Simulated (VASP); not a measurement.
The system is RbBr.

```
CELL_PARAMETERS angstrom
4.06033 0.00000 0.00000
0.00000 4.06033 0.00000
0.00000 0.00000 4.12425
ATOMIC_POSITIONS crystal
Rb 0.00000 0.00000 0.00000
Br 0.50000 0.50000 0.50000
```

This cell differs from its parent crystal: biaxial xy strain -1.6%.

Base run:

```yaml
Program: VASP 6.6.1
Functional: r2SCAN
Potentials_or_basis: VASP PAW PBE potentials, release 64 (Rb_sv, Br)
Cutoff: 520 eV
k_mesh: 6 × 6 × 6
Occupations: gaussian, width 0.01 eV
Spin: no spin polarisation
```

Its results: band gap on the k mesh 4.93 eV, indirect (least direct gap 5.08 eV); pressure 0.7 GPa.

Task: The run is repeated on the same cell with these changes: functional from r2SCAN to PBE; occupations from gaussian, width 0.01 eV to fermi-dirac, width 0.02 eV. What comes out?

Result: Band gap on the k mesh 4.17 eV, indirect (least direct gap 4.32 eV); pressure 1.5 GPa.

Caveats: the PAW data sets were made with another functional, which shifts forces and pressure a little (some runs).

A k mesh can miss the band edges.
